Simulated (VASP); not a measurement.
BeS:

```xyz
2
Lattice="0.0000 2.3755 2.3755 2.3755 0.0000 2.3755 2.3755 2.3755 0.0000" Properties=species:S:1:pos:R:3 pbc="T T T"
S     3.5632    3.5632    3.5632
Be    0.0000    0.0000    0.0000
```

Program: VASP 6.6.1. Alike in all runs: task single point; potentials or basis VASP PAW PBE potentials, release 64 (S, Be); no spin polarisation; cell as given; cutoff (eV) 520.

Order these runs on this cell by their band gap on the k mesh, lowest first.
A. level PBE0; k mesh 5 × 5 × 5; smearing gaussian 0.1 eV; grid for exact exchange (PRECFOCK) Normal
B. level PBE0; k mesh 6 × 6 × 6; smearing fermi-dirac 0.05 eV; grid for exact exchange (PRECFOCK) Normal
C. level HSE06; k mesh 6 × 6 × 6; smearing fermi-dirac 0.05 eV; grid for exact exchange (PRECFOCK) Normal; screening parameter 0.2079 1/Å
D. level PBE; k mesh 9 × 9 × 9; smearing fermi-dirac 0.05 eV
E. level r2SCAN; k mesh 9 × 9 × 9; smearing fermi-dirac 0.05 eV

D (3.06 eV), E (3.53 eV), C (3.90 eV), B (4.63 eV), A (4.98 eV).

Caveats: some runs use coarse meshes.

A k mesh can miss the band edges, odd and even meshes differently.
